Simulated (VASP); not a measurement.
# Cr (Im-3m) in VASP: notebook, part 2 of 2

VASP 6.6.1.

## 3. Single point, PBE, collinear spin, ferromagnetic start (11.87 Å³/atom)

This run uses another cell than the first one, of 11.87 Å³/atom.

Input file INCAR:

```
  ALGO = Normal
  EDIFF = 1E-6
  ENCUT = 500
  GGA = PE
  GGA_COMPAT = False
  ISIF = 2
  ISMEAR = -1
  ISPIN = 2
  LASPH = True
  LCHARG = True
  LELF = True
  LMAXMIX = 4
  LORBIT = 11
  LREAL = False
  LVHAR = True
  LWAVE = False
  MAGMOM = 3
  NBANDS = 16
  NELM = 200
  PREC = Accurate
  SIGMA = 0.08
```

Input file KPOINTS:

```
k-points
0
Gamma
  18 18 18
```

Input file POSCAR:

```
Cr
1.0
   -1.4371273887      1.4371273887      1.4371273887
    1.4371273887     -1.4371273887      1.4371273887
    1.4371273887      1.4371273887     -1.4371273887
Cr
1
Direct
    0.0000000000      0.0000000000      0.0000000000
```

Potentials or basis: VASP PAW PBE potentials, release 64 (Cr_pv).

The run is started by

```sh
$ cat potpaw_PBE.64/Cr_pv/POTCAR > POTCAR
$ mpirun -np 1 vasp_std > vasp.out
```

OUTCAR:

```text
EDIFF = 1E-6
   ENCUT = 500
   GGA = PE
   ISIF = 2
   ISMEAR = -1
   ISPIN = 2
   LASPH = True
   LORBIT = 11
   LREAL = False
   NELM = 200
   PREC = Accurate

 ion  position               nearest neighbor table
   1  0.000  0.000  0.000-

  LATTYP: Found a body centered cubic cell.
 ALAT       =     2.8742547774

  Lattice vectors:

 A1 = (  -1.4371273887,   1.4371273887,   1.4371273887)
 A2 = (   1.4371273887,  -1.4371273887,   1.4371273887)
 A3 = (   1.4371273887,   1.4371273887,  -1.4371273887)

Analysis of symmetry for initial positions (statically):
=====================================================================
 Subroutine PRICEL returns:
 Original cell was already a primitive cell.

 Routine SETGRP: Setting up the symmetry group for a
 body centered cubic supercell.

 Subroutine GETGRP returns: Found 48 space group operations
 (whereof 48 operations were pure point group operations)
 out of a pool of 48 trial point group operations.

The static configuration has the point symmetry O_h .

Analysis of symmetry for dynamics (positions and initial velocities):
=====================================================================
 Subroutine PRICEL returns:
 Original cell was already a primitive cell.

 Routine SETGRP: Setting up the symmetry group for a
 body centered cubic supercell.

 Subroutine GETGRP returns: Found 48 space group operations
 (whereof 48 operations were pure point group operations)
 out of a pool of 48 trial point group operations.

The dynamic configuration has the point symmetry O_h .

Analysis of structural, dynamic, and magnetic symmetry:
=====================================================================
 Subroutine PRICEL returns:
 Original cell was already a primitive cell.

 Routine SETGRP: Setting up the symmetry group for a
 body centered cubic supercell.

 Subroutine GETGRP returns: Found 48 space group operations
 (whereof 48 operations were pure point group operations)
 out of a pool of 48 trial point group operations.

The overall configuration has the point symmetry O_h .

 Subroutine INISYM returns: Found 48 space group operations
 (whereof 48 operations are pure point group operations),
 and found     1 'primitive' translations

----------------------------------------------------------------------------------------

                                     Primitive cell

  volume of cell :      11.8726

  direct lattice vectors                    reciprocal lattice vectors
    -1.437127389  1.437127389  1.437127389     0.000000000  0.347916270  0.347916270
     1.437127389 -1.437127389  1.437127389     0.347916270  0.000000000  0.347916270
     1.437127389  1.437127389 -1.437127389     0.347916270  0.347916270  0.000000000

  length of vectors
     2.489177654  2.489177654  2.489177654     0.492027907  0.492027907  0.492027907

  position of ions in fractional coordinates (direct lattice)
     0.000000000  0.000000000  0.000000000

  ion indices of the primitive-cell ions
   primitive index   ion index
                 1           1

----------------------------------------------------------------------------------------

[... 55 lines left out ...]
   dimension x,y,z NGXF=    36 NGYF=   36 NGZF=   36
   ions per type =               1
   NGX,Y,Z   is equivalent  to a cutoff of  12.02, 12.02, 12.02 a.u.
   NGXF,Y,Z  is equivalent  to a cutoff of  24.04, 24.04, 24.04 a.u.
 SYSTEM =  unknown system
   PREC   = accura    normal or accurate (medium, high low for compatibility)
   ISTART =      0    job   : 0-new  1-cont  2-samecut
   ICHARG =      2    charge: 1-file 2-atom 10-const
   ISPIN  =      2    spin polarized calculation?
   LNONCOLLINEAR =      F non collinear calculations
   LSORBIT =      F    spin-orbit coupling
   LASPH  =      T    aspherical Exc in radial PAW
   ENCUT  =  500.0 eV  36.75 Ry    6.06 a.u.   4.54  4.54  4.54*2*pi/ulx,y,z
   NELM   =    200;   NELMIN=  2; NELMDL= -5     # of ELM steps
   EDIFF  = 0.1E-05   stopping-criterion for ELM
   LREAL  =      F    real-space projection
   EDIFFG = 0.1E-04   stopping-criterion for IOM
   NSW    =      0    number of steps for IOM
   IBRION =     -1    ionic relax: 0-MD 1-quasi-New 2-CG
   NFREE  =      0    steps in history (QN), initial steepest desc. (CG)
   ISIF   =      2    stress and relaxation
   ISYM   =      2    0-nonsym 1-usesym 2-fastsym
   POTIM  = 0.5000    time-step for ionic-motion
   TEBEG  =    0.0;   TEEND  =   0.0 temperature during run
   PSTRESS=    0.0 pullay stress
   NELECT =      12.0000    total number of electrons
   NUPDOWN=      -1.0000    fix difference up-down
   EMIN   =  10.00;   EMAX   =-10.00  energy-range for DOS
   EFERMI =   0.00;   METHOD = LEGACY
   ISMEAR =    -1;   SIGMA  =   0.08  broadening in eV -4-tet -1-fermi 0-gaus
   EFERMI_NEDOS =   21; number of points for ismear=-14 and -15
   IALGO  =     38    algorithm
   IMIX   =      4    mixing-type and parameters
     AMIX     =   0.40;   BMIX     =  1.00
     AMIX_MAG =   1.60;   BMIX_MAG =  1.00
  volume/ion in A,a.u.               =      11.87        80.12
  Fermi-wavevector in a.u.,A,eV,Ry     =   1.642933  3.104694 36.725260  2.699230
  Thomas-Fermi vector in A             =   2.733153
   LORBIT       =     11    0 simple, 1 ext, 2 COOP (PROOUT), +10 PAW based schemes
   GGA     = PE    functional components
   LHFCALC =     F    Hartree Fock is set to
   AEXX    =    0.0000 exact exchange contribution
   IVDW    =     0    specifies the selected vdW correction
   LEPSILON=     F    determine dielectric tensor
   LRPA    =     F    only Hartree local field effects (RPA)
 spin polarized calculation
  energy-cutoff  :      500.00
  volume of cell :       11.87
 maximum number of plane-waves:       321
   NGX =  9   NGY =  9   NGZ =  9

 number of electron      11.9999982 magnetization       0.0001405

 number of electron      11.9999982 magnetization      -0.0000211

 Free energy of the ion-electron system (eV)
  ---------------------------------------------------
  ext. energy  EPLUGINS =         0.00000000
  ---------------------------------------------------
  free energy    TOTEN  =        -9.51414812 eV

  energy without entropy =       -9.49688857  energy(sigma->0) =       -9.50551835

 E-fermi :  10.5907     XC(G=0): -13.5152

 val. band max:       10.5693271029   @ k =  -0.3333   0.3333   0.2778
 cond. band min:      10.6014533692   @ k =  -0.3333   0.3333   0.2222
 fundamental gap:      0.0321262663
 Fermi energy:        10.5907273417

 spin component 1

 k-point     1 :       0.0000    0.0000    0.0000
  band No.  band energies     occupation
      1     -32.1793      1.00000
      2     -32.1793      1.00000
      3     -32.1793      1.00000
      4       2.8284      1.00000
      5       9.7068      0.99998
      6       9.7068      0.99998
[... 435 lines left out ...]
      5       8.3044      1.00000
      6      10.2431      0.98720
[... 8 lines left out ...]
     15      40.5081      0.00000
     16      41.2979      0.00000

 [... further k-points ...]

 spin component 2

 k-point     1 :       0.0000    0.0000    0.0000
  band No.  band energies     occupation
      1     -32.1794      1.00000
      2     -32.1794      1.00000
      3     -32.1794      1.00000
      4       2.8284      1.00000
      5       9.7068      0.99998
      6       9.7068      0.99998
[... 435 lines left out ...]
      5       8.3044      1.00000
      6      10.2431      0.98721
[... 8 lines left out ...]
     15      40.5081      0.00000
     16      41.2979      0.00000

 [... further k-points ...]

------------------------ aborting loop because EDIFF is reached ----------------------------------------

  FORCE on cell =-STRESS in cart. coord.  units (eV):
  Direction    XX          YY          ZZ          XY          YZ          ZX
  --------------------------------------------------------------------------------------
  -------------------------------------------------------------------------------------
  Total       -0.5293575     -0.5293575     -0.5293575     -0.0000000      0.0000000     -0.0000000
  in kB      -71.4354570    -71.4354570    -71.4354570     -0.0000000      0.0000000     -0.0000000
  external PRESSURE =     -71.4354570 kB  Pullay stress =       0.0000000 kB

 VOLUME and BASIS-vectors are now :
 -----------------------------------------------------------------------------
  energy-cutoff  :      500.00
  volume of cell :       11.87
      direct lattice vectors                 reciprocal lattice vectors
    -1.437127389  1.437127389  1.437127389     0.000000000  0.347916270  0.347916270
     1.437127389 -1.437127389  1.437127389     0.347916270  0.000000000  0.347916270
     1.437127389  1.437127389 -1.437127389     0.347916270  0.347916270  0.000000000

 POSITION                                       TOTAL-FORCE (eV/Angst)
 -----------------------------------------------------------------------------------
      0.00000      0.00000      0.00000         0.000000      0.000000     -0.000000
 -----------------------------------------------------------------------------------
    total drift:                               -0.000000     -0.000000      0.000000

  FREE ENERGIE OF THE ION-ELECTRON SYSTEM (eV)
  ---------------------------------------------------
  free  energy   TOTEN  =        -9.5141481212 eV

  energy  without entropy=       -9.4968885688  energy(sigma->0) =       -9.50551835

 total charge

# of ion       s       p       d       tot
------------------------------------------
    1        0.430   6.389   4.180  10.999

 magnetization (x)

# of ion       s       p       d       tot
------------------------------------------
    1       -0.000   0.000  -0.000  -0.000
```

stdout:

```text
POSCAR found type information on POSCAR Cr
 POSCAR found :  1 types and       1 ions
 scaLAPACK will be used
 LDA part: xc-table for (Slater+PW92), standard interpolation
 POSCAR, INCAR and KPOINTS ok, starting setup
 FFT: planning ... GRIDC
 FFT: planning ... GRID_SOFT
 FFT: planning ... GRID
 WAVECAR not read
 entering main loop
```

Wall time 40 s (1 thread of AMD EPYC 9R14 (Zen 4), shared host); peak memory 0.13 GiB.

Results:

| Item | Value |
| --- | --- |
| Free energy | -9.5141 eV |
| Pressure | -7.1 GPa |
| Band gap on the k mesh | zero (filled and empty bands overlap) |
| Net moment | 0.00 μB per cell |
| Valence electrons inside the program's atomic spheres | Cr 11.00 |

Caveat: the cell stands under tension.

## 4. Single point, PBE, collinear spin, ferromagnetic start

This run uses another cell than the first one, of 11.99 Å³/atom.

Input file INCAR:

```
SYSTEM = Cr
PREC = Accurate ; ENCUT = 500
EDIFF = 1E-6 ; ISMEAR = -1
SIGMA = 0.08 ; LREAL = .FALSE.
LASPH = .TRUE. ; NELM = 200
ALGO = Normal ; ISIF = 2
LWAVE = .FALSE. ; LCHARG = .TRUE.
ISPIN = 2 ; MAGMOM = 3
LORBIT = 11 ; LMAXMIX = 4
GGA = PE ; LELF = .TRUE.
LVHAR = .TRUE. ; NBANDS = 16
GGA_COMPAT = .FALSE.
```

Input file KPOINTS:

```
Automatic mesh
0
G
  18 18 18
  0 0 0
```

Input file POSCAR:

```
Cr
1.0
   -1.4419500000      1.4419500000      1.4419500000
    1.4419500000     -1.4419500000      1.4419500000
    1.4419500000      1.4419500000     -1.4419500000
Cr
1
Direct
    0.0000000000      0.0000000000      0.0000000000
```

Potentials or basis: VASP PAW PBE potentials, release 64 (Cr_pv).

The run is started by

```sh
$ cat potpaw_PBE.64/Cr_pv/POTCAR > POTCAR
$ mpirun -np 1 vasp_std > vasp.out
```

OUTCAR:

```text
SYSTEM = Cr
   PREC = Accurate
   ENCUT = 500
   EDIFF = 1E-6
   ISMEAR = -1
   LREAL = .FALSE.
   LASPH = .TRUE.
   NELM = 200
   ISIF = 2
   ISPIN = 2
   LORBIT = 11
   GGA = PE

 ion  position               nearest neighbor table
   1  0.000  0.000  0.000-

  LATTYP: Found a body centered cubic cell.
 ALAT       =     2.8839000000

  Lattice vectors:

 A1 = (  -1.4419500000,   1.4419500000,   1.4419500000)
 A2 = (   1.4419500000,  -1.4419500000,   1.4419500000)
 A3 = (   1.4419500000,   1.4419500000,  -1.4419500000)

Analysis of symmetry for initial positions (statically):
=====================================================================
 Subroutine PRICEL returns:
 Original cell was already a primitive cell.

 Routine SETGRP: Setting up the symmetry group for a
 body centered cubic supercell.

 Subroutine GETGRP returns: Found 48 space group operations
 (whereof 48 operations were pure point group operations)
 out of a pool of 48 trial point group operations.

The static configuration has the point symmetry O_h .

Analysis of symmetry for dynamics (positions and initial velocities):
[... 639 lines left out ...]
 spin component 2

 k-point     1 :       0.0000    0.0000    0.0000
  band No.  band energies     occupation
      1     -32.3320      1.00000
      2     -32.3320      1.00000
      3     -32.3320      1.00000
      4       2.7264      1.00000
      5       9.5792      0.99998
      6       9.5792      0.99998
[... 435 lines left out ...]
      5       8.1964      1.00000
      6      10.0993      0.98762
[... 8 lines left out ...]
     15      40.1781      0.00000
     16      40.9675      0.00000

 [... further k-points ...]

------------------------ aborting loop because EDIFF is reached ----------------------------------------

  FORCE on cell =-STRESS in cart. coord.  units (eV):
  Direction    XX          YY          ZZ          XY          YZ          ZX
  --------------------------------------------------------------------------------------
  -------------------------------------------------------------------------------------
  Total       -0.7018446     -0.7018446     -0.7018446      0.0000000      0.0000000      0.0000000
  in kB      -93.7650436    -93.7650436    -93.7650436      0.0000000      0.0000000      0.0000000
  external PRESSURE =     -93.7650436 kB  Pullay stress =       0.0000000 kB

 VOLUME and BASIS-vectors are now :
 -----------------------------------------------------------------------------
  energy-cutoff  :      500.00
  volume of cell :       11.99
      direct lattice vectors                 reciprocal lattice vectors
    -1.441950000  1.441950000  1.441950000     0.000000000  0.346752661  0.346752661
     1.441950000 -1.441950000  1.441950000     0.346752661  0.000000000  0.346752661
     1.441950000  1.441950000 -1.441950000     0.346752661  0.346752661  0.000000000

 POSITION                                       TOTAL-FORCE (eV/Angst)
 -----------------------------------------------------------------------------------
      0.00000      0.00000      0.00000         0.000000      0.000000     -0.000000
 -----------------------------------------------------------------------------------
    total drift:                               -0.000000     -0.000000      0.000000

  FREE ENERGIE OF THE ION-ELECTRON SYSTEM (eV)
  ---------------------------------------------------
  free  energy   TOTEN  =        -9.5081131281 eV

  energy  without entropy=       -9.4907153959  energy(sigma->0) =       -9.49941426

 total charge

# of ion       s       p       d       tot
------------------------------------------
    1        0.427   6.383   4.168  10.978

 magnetization (x)

# of ion       s       p       d       tot
------------------------------------------
    1       -0.000   0.000  -0.000  -0.000
```

OSZICAR:

```text
N       E                     dE             d eps       ncg     rms          rms(c)
DAV:   1     0.799621216041E+02    0.79962E+02   -0.60735E+03 12800   0.831E+02
DAV:   2    -0.829675411823E+01   -0.88259E+02   -0.84072E+02 13600   0.242E+02
DAV:   3    -0.975349930371E+01   -0.14567E+01   -0.14541E+01 14088   0.344E+01
DAV:   4    -0.975865663652E+01   -0.51573E-02   -0.51573E-02 14680   0.203E+00
DAV:   5    -0.975869554214E+01   -0.38906E-04   -0.38906E-04 14152   0.159E-01    0.179E+01
DAV:   6    -0.945970732878E+01    0.29899E+00   -0.21579E+00 12872   0.258E+01    0.385E+00
DAV:   7    -0.950818480844E+01   -0.48477E-01   -0.16051E-01 13136   0.304E+00    0.225E+00
DAV:   8    -0.951160558724E+01   -0.34208E-02   -0.52995E-03 13936   0.882E-01    0.953E-01
DAV:   9    -0.950778609479E+01    0.38195E-02   -0.17689E-03 13704   0.457E-01    0.267E-01
DAV:  10    -0.950810114331E+01   -0.31505E-03   -0.32458E-04 13496   0.176E-01    0.553E-02
DAV:  11    -0.950811785753E+01   -0.16714E-04   -0.13582E-05 14520   0.290E-02    0.225E-02
DAV:  12    -0.950811558222E+01    0.22753E-05   -0.12965E-06 10432   0.865E-03    0.840E-03
DAV:  13    -0.950811313674E+01    0.24455E-05   -0.64392E-07  9008   0.650E-03    0.347E-03
DAV:  14    -0.950811312812E+01    0.86195E-08   -0.14439E-07  6384   0.470E-03
   1 F= -.95081131E+01 E0= -.94994143E+01  d E =-.173977E-01  mag=     0.0000
```

stdout:

```text
POSCAR found type information on POSCAR Cr
 POSCAR found :  1 types and       1 ions
 scaLAPACK will be used
 LDA part: xc-table for (Slater+PW92), standard interpolation
 POSCAR, INCAR and KPOINTS ok, starting setup
 FFT: planning ... GRIDC
 FFT: planning ... GRID_SOFT
 FFT: planning ... GRID
 WAVECAR not read
 entering main loop
```

Wall time 40 s (1 thread of AMD EPYC 9R14 (Zen 4), shared host); peak memory 0.13 GiB.

Results:

```
Free energy                                           : -9.5081 eV
Pressure                                              : -9.4 GPa
Band gap on the k mesh                                : zero (filled and empty bands overlap)
Net moment                                            : 0.00 μB per cell
Valence electrons inside the program's atomic spheres : Cr 10.98
```

Levels at points of the mesh, in eV from the Fermi level:
Spin up:
```tsv
k point	band 3	band 4	band 5	band 6	band 7	band 8	band 9	band 10
(0.00, 0.00, 0.00)	-42.78	-7.72	-0.87	-0.87	-0.87	1.09	1.09	7.08
(0.50, 0.00, 0.00)	-42.79	-4.25	-2.34	1.02	1.08	1.40	2.68	7.07
(0.50, 0.50, 0.50)	-43.34	-4.09	-4.09	2.31	2.31	2.31	7.08	10.27
```
Spin down:
```tsv
k point	band 2	band 3	band 4	band 5	band 6	band 7	band 8	band 9	band 10	band 11
(0.00, 0.00, 0.00)	-42.78	-42.78	-7.72	-0.87	-0.87	-0.87	1.09	1.09	7.08	22.00
(0.50, 0.00, 0.00)	-43.04	-42.79	-4.25	-2.34	1.02	1.08	1.40	2.68	7.07	9.48
(0.50, 0.50, 0.50)	-43.34	-43.34	-4.09	-4.09	2.31	2.31	2.31	7.08	10.27	10.27
```

Caveat: the cell stands under tension.

## 5. Single point, PBE, collinear spin, ferromagnetic start (12.11 Å³/atom)

This run uses another cell than the first one, of 12.11 Å³/atom.

Input file INCAR:

```
SYSTEM = Cr
  ALGO = Normal
  EDIFF = 1E-6
  ENCUT = 500
  GGA = PE
  GGA_COMPAT = .False.
  ISIF = 2
  ISMEAR = -1
  ISPIN = 2
  LASPH = .True.
  LCHARG = .False.
  LMAXMIX = 4
  LORBIT = 11
  LREAL = .False.
  LWAVE = .False.
  MAGMOM = 3
  NBANDS = 16
  NELM = 200
  PREC = Accurate
  SIGMA = 0.08
```

Input file KPOINTS:

```
k-points
0
Gamma
  18 18 18
  0 0 0
```

Input file POSCAR:

```
Cr
1.0
   -1.4467405668      1.4467405668      1.4467405668
    1.4467405668     -1.4467405668      1.4467405668
    1.4467405668      1.4467405668     -1.4467405668
Cr
1
Direct
    0.0000000000      0.0000000000      0.0000000000
```

The run is started by

```sh
$ cat potpaw_PBE.64/Cr_pv/POTCAR > POTCAR
$ mpirun -np 1 vasp_std > vasp.out
```

Run time: 40 s. Hardware: 1 thread of AMD EPYC 9R14 (Zen 4), shared host; peak memory 0.13 GiB.

The run converged. Its results:

* Free energy: -9.5005 eV
* Pressure: -11.5 GPa
* Band gap on the k mesh: zero (filled and empty bands overlap)
* Net moment: 0.00 μB per cell
* Valence electrons inside the program's atomic spheres: Cr 10.96

Levels at points of the mesh, in eV from the Fermi level:
Spin up:
```
           k point  band 3  band 4  band 5  band 6  band 7  band 8  band 9  band 10
(0.00, 0.00, 0.00)  -42.79   -7.68   -0.86   -0.86   -0.86    1.07    1.07     7.08
(0.50, 0.00, 0.00)  -42.80   -4.20   -2.30    1.00    1.06    1.38    2.64     7.07
(0.50, 0.50, 0.50)  -43.34   -4.03   -4.03    2.28    2.28    2.28    7.07    10.19
```
Spin down:
```
           k point  band 3  band 4  band 5  band 6  band 7  band 8  band 9  band 10
(0.00, 0.00, 0.00)  -42.79   -7.68   -0.86   -0.86   -0.86    1.07    1.07     7.08
(0.50, 0.00, 0.00)  -42.80   -4.20   -2.30    1.00    1.06    1.38    2.64     7.07
(0.50, 0.50, 0.50)  -43.34   -4.03   -4.03    2.28    2.28    2.28    7.07    10.19
```

Caveat: the cell stands under tension.
